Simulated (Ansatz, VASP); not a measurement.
# Pt in VASP and in Ansatz

```
CELL_PARAMETERS angstrom
2.70796 0.00000 0.00000
-1.35398 2.34516 0.00000
0.00000 0.00000 4.67816
ATOMIC_POSITIONS crystal
Pt 0.66667 0.33333 0.75000
Pt 0.33333 0.66667 0.25000
```

Alike in both runs: task relaxation of cell and atoms; functional LDA; k mesh 18 × 18 × 10; occupations fermi-dirac, width 0.15 eV; no spin polarisation.

```csv
,VASP,Ansatz
version,VASP 6.6.1,Ansatz 0.2.0
potentials or method,"VASP PAW LDA potentials, release 64 (Pt), cutoff 600 eV","scalar-relativistic, plane waves, PAW"
valence electrons in the cell,20,36
```

Ansatz gave:

```
gap on the k mesh at the Fermi level, each at its own relaxed structure (eV)  : none
relaxed volume (Å³/atom)                                                      : 14.89
relaxed length of the cell vector where the two differ most in proportion (Å) : 2.721
```

Question: Estimate VASP's values.

Answer: gap on the k mesh at the Fermi level, each at its own relaxed structure (eV): none; relaxed volume (Å³/atom): 14.93; relaxed length of the cell vector where the two differ most in proportion (Å): 2.725.

LDA's correlation is that of Perdew and Zunger in VASP and of Perdew and Wang (1992) in Ansatz. A gap of «none» marks a metal or a gap that the smearing closes. VASP's potentials hold 20 valence electrons a cell and Ansatz's 36, so a difference there can come from the potentials and not from the codes.

Neither program's run includes spin-orbit coupling.
